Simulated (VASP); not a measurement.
Wanted: the native input for a VASP 6.6.1 run.

```
Task                   : single point
Functional             : PBE
Potentials or basis    : VASP PAW PBE potentials, release 64 (Ba_sv, F)
Cutoff                 : 600 eV
k mesh                 : 6 × 6 × 6
Occupations            : fermi-dirac, width 0.02 eV
Spin                   : no spin polarisation
Dipole correction      : no
Further INCAR settings : ALGO = Normal; EDIFF = 1e-06; NBANDS = 19
```

The structure of BaF2 lies in POSCAR:

```
BaF2
1.0
    0.0000000000      3.1224950771      3.1224950771
    3.1224950771      0.0000000000      3.1224950771
    3.1224950771      3.1224950771      0.0000000000
Ba F
1 2
Direct
    0.0000000000      0.0000000000      0.0000000000
    0.2500000000      0.2500000000      0.2500000000
    0.7500000000      0.7500000000      0.7500000000
```

One way to write it, as run:

INCAR

```
  ALGO = Normal
  EDIFF = 1E-6
  ENCUT = 600
  GGA = PE
  GGA_COMPAT = False
  ISIF = 2
  ISMEAR = -1
  LASPH = True
  LCHARG = False
  LREAL = False
  LWAVE = False
  NBANDS = 19
  NELM = 120
  PREC = Accurate
  SIGMA = 0.02
```

KPOINTS

```
k-points
0
Gamma
  6 6 6
```

Potentials or basis: VASP PAW PBE potentials, release 64 (Ba_sv, F).

Command:

```sh
$ cat potpaw_PBE.64/Ba_sv/POTCAR potpaw_PBE.64/F/POTCAR > POTCAR
$ mpirun -np 1 vasp_std > vasp.out
```

Results of the run:

- Pressure: 0.9 GPa
- Band gap on the k mesh: 6.68 eV (least direct gap 6.74 eV)

Caveat: spin-orbit coupling is left out, which moves the levels of the heavy elements.

Wall time 23 s on 1 thread of Intel(R) Xeon(R) Platinum 8259CL CPU @ 2.50GHz (Skylake/Cascade Lake) (shared host), peak memory 0.2 GiB.
